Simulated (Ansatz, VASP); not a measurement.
# SrO in VASP and in Ansatz

INCAR

```
  ALGO = Normal
  EDIFF = 1E-7
  ENCUT = 520
  GGA = CA
  ISIF = 2
  ISMEAR = 0
  LASPH = T
  LCHARG = F
  LREAL = F
  LWAVE = F
  NBANDS = 15
  NELM = 80
  PREC = Accurate
  SIGMA = 0.1
```

Contents of KPOINTS:

```
k-points
0
Gamma
  2 2 2
```

The input POSCAR:

```
SrO
1.0
    0.0000000000      2.5837846888      2.5837846888
    2.5837846888      0.0000000000      2.5837846888
    2.5837846888      2.5837846888      0.0000000000
Sr O
1 1
Direct
    0.5000000000      0.5000000000      0.5000000000
    0.0000000000      0.0000000000      0.0000000000
```

Input for Ansatz:

```yaml
crystal:
  lattice:
    - [0.0, 2.5837846888, 2.5837846888]
    - [2.5837846888, 0.0, 2.5837846888]
    - [2.5837846888, 2.5837846888, 0.0]
  atoms:
    - { symbol: Sr, position: [0.5, 0.5, 0.5] }
    - { symbol: O, position: [0.0, 0.0, 0.0] }
basis:
  ecutwfc: "41 Ry"
kpoints:
  mp_grid: { grid: [2, 2, 2] }
hamiltonian:
  xc: lda
scf:
  occupations: { method: gaussian, width: 0.1 }
  mixing: { beta: 0.052 }
  initial_density: { chi_scale: 0, normalization: atom }
  eigensolver: { mixed_precision: false }
  max_iter: 60
output:
  forces: true
  stress: true
  eigenvalues: true
```

Alike in both runs: task single point; functional LDA; k mesh 2 × 2 × 2; occupations gaussian, width 0.1 eV; no spin polarisation.

```csv
,VASP,Ansatz
version,VASP 6.6.1,Ansatz 0.2.0
potentials or method,"VASP PAW LDA potentials, release 64 (Sr_sv, O), cutoff 520 eV","scalar-relativistic, plane waves, PAW"
valence electrons in the cell,16,16
```

|  | VASP | Ansatz | Ansatz less VASP |
| --- | --- | --- | --- |
| gap on the k mesh at the Fermi level (eV) | 2.87 | 2.93 | +0.066 |
| least direct gap on the mesh (eV) | 2.98 | 3.03 | +0.057 |
| pressure (GPa) | -4.4 | -5.2 | -0.77 |

LDA's correlation is that of Perdew and Zunger in VASP and of Perdew and Wang (1992) in Ansatz.

The k mesh is coarse, so the values compare programs but aren't converged.
